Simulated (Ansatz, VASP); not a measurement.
AlRu in VASP and in Ansatz

The input INCAR:

```
  ALGO = Normal
  EDIFF = 1E-6
  ENCUT = 520
  GGA = PE
  ISIF = 2
  ISMEAR = 0
  ISPIN = 2
  LASPH = True
  LCHARG = False
  LMAXMIX = 4
  LORBIT = 11
  LREAL = False
  LWAVE = False
  MAGMOM = 0 0 1 1
  NBANDS = 29
  NELM = 150
  PREC = Accurate
  SIGMA = 0.1
```

The input KPOINTS:

```
k-points
0
Gamma
  4 4 6
```

POSCAR

```
AlRu
1.0
    2.4294022408     -4.5876308432      0.0000000000
    2.4294022408      4.5876308432      0.0000000000
    0.0000000000      0.0000000000      2.8229245858
Al Ru
2 2
Direct
    0.2836135353      0.7163864647      0.5000000000
    0.7163864647      0.2836135353      0.5000000000
    0.5000000000      0.5000000000      0.0000000000
    0.0000000000      0.0000000000      0.5000000000
```

Input for Ansatz:

```yaml
crystal:
  lattice:
    - [2.4294022408, -4.5876308432, 0.0]
    - [2.4294022408, 4.5876308432, 0.0]
    - [0.0, 0.0, 2.8229245858]
  atoms:
    - { symbol: Al, position: [0.2836135353, 0.7163864647, 0.5] }
    - { symbol: Al, position: [0.7163864647, 0.2836135353, 0.5] }
    - { symbol: Ru, position: [0.5, 0.5, 0.0], spin: 1.0 }
    - { symbol: Ru, position: [0.0, 0.0, 0.5], spin: 1.0 }
basis:
  ecutwfc: 420
kpoints:
  mp_grid: { grid: [4, 4, 6] }
hamiltonian:
  xc: pbe
scf:
  occupations: { method: gaussian, width: 0.1 }
  lower_state_search: "off"
output:
  forces: true
  stress: true
  eigenvalues: true
  populations: true
magnetization:
  spin_polarized: true
```

Alike in both runs: task single point; functional PBE; k mesh 4 × 4 × 6; occupations gaussian, width 0.1 eV; collinear spin.

|  | VASP | Ansatz |
| --- | --- | --- |
| version | VASP 6.6.1 | Ansatz 0.2.0 |
| potentials or method | VASP PAW PBE potentials, release 64 (Al, Ru_pv), cutoff 520 eV | scalar-relativistic, plane waves, PAW |
| valence electrons in the cell | 34 | 38 |

```csv
,VASP,Ansatz,Ansatz less VASP
gap on the k mesh at the Fermi level (eV),none,none,-
pressure (GPa),0.3,0.3,+0.04
"traceless stress, the component that is largest in VASP (GPa)",1.04,1.02,-0.017
rms of the force components (eV/Å),0.004,0.003,-0.0016
net moment per atom (μB),0.17,0.17,+0.002
size of the moment on the site where the two differ most (μB),0.58,0.55,-0.028
```

Site moments also hang on the region over which each program counts them. Atom by atom the forces differ by 0.002 eV/Å (rms over components). A gap of «none» marks a metal or a gap that the smearing closes. VASP's potentials hold 34 valence electrons a cell and Ansatz's 38, so a difference there can come from the potentials and not from the codes.

The k mesh is coarse, so the values compare programs but aren't converged.
